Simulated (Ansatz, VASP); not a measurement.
# Two plane-wave programs on Cr

The input INCAR:

```
SYSTEM = Cr
  PREC = Accurate
  ENCUT = 700
  EDIFF = 1E-6
  ISMEAR = -1
  SIGMA = 0.03
  LREAL = .FALSE.
  LASPH = .TRUE.
  NELM = 120
  ALGO = Normal
  ISIF = 2
  LWAVE = .FALSE.
  LCHARG = .FALSE.
  GGA = CA
  NBANDS = 21
  GGA_COMPAT = .FALSE.
```

Contents of KPOINTS:

```
Automatic mesh
0
G
  12 12 7
  0 0 0
```

POSCAR

```
Cr
1.0
    2.7584997124      0.0000000000      0.0000000000
   -1.3792498562      2.3889308273      0.0000000000
    0.0000000000      0.0000000000      4.4823079335
Cr
2
Direct
    0.3333333333      0.6666666667      0.2500000000
    0.6666666667      0.3333333333      0.7500000000
```

Input for Ansatz:

```yaml
crystal:
  lattice:
    - [2.7584997124, 0.0, 0.0]
    - [-1.3792498562, 2.3889308273, 0.0]
    - [0.0, 0.0, 4.4823079335]
  atoms:
    - { symbol: Cr, position: [0.3333333333, 0.6666666667, 0.25] }
    - { symbol: Cr, position: [0.6666666667, 0.3333333333, 0.75] }
kpoints:
  mp_grid: { grid: [12, 12, 7] }
scf:
  occupations: { method: fermi_dirac, width: 0.03 }
  lower_state_search: "off"
hamiltonian:
  xc: lda
  pseudopotentials: { kind: paw }
output:
  forces: true
  stress: true
  eigenvalues: true
  write_density: true
  write_potential: true
  elf: true
  volumetric_format: npy
```

Change from the starting cell: volume scaled by 1.05, no spin polarisation, PAW files.

Alike in both runs: task single point; functional LDA; k mesh 12 × 12 × 7; occupations fermi-dirac, width 0.03 eV; no spin polarisation.

```csv
,VASP,Ansatz
version,VASP 6.6.1,Ansatz 0.2.0
potentials or method,"VASP PAW LDA potentials, release 64 (Cr_sv)","PAW with Ansatz's default frozen-core files, scalar-relativistic"
plane-wave cutoff (eV),700,420
valence electrons in the cell,28,28
```

|  | VASP | Ansatz | Ansatz less VASP |
| --- | --- | --- | --- |
| pressure (GPa) | -42.8 | -42.6 | +0.26 |
| traceless stress, the component that is largest in VASP (GPa) | 5.04 | 5.00 | -0.038 |

LDA's correlation is that of Perdew and Zunger in VASP and of Perdew and Wang (1992) in Ansatz. Both programs put the cell under strong tension, so it lies far from rest at this level.

Noted on VASP's run: the cell as given lies far from equilibrium.
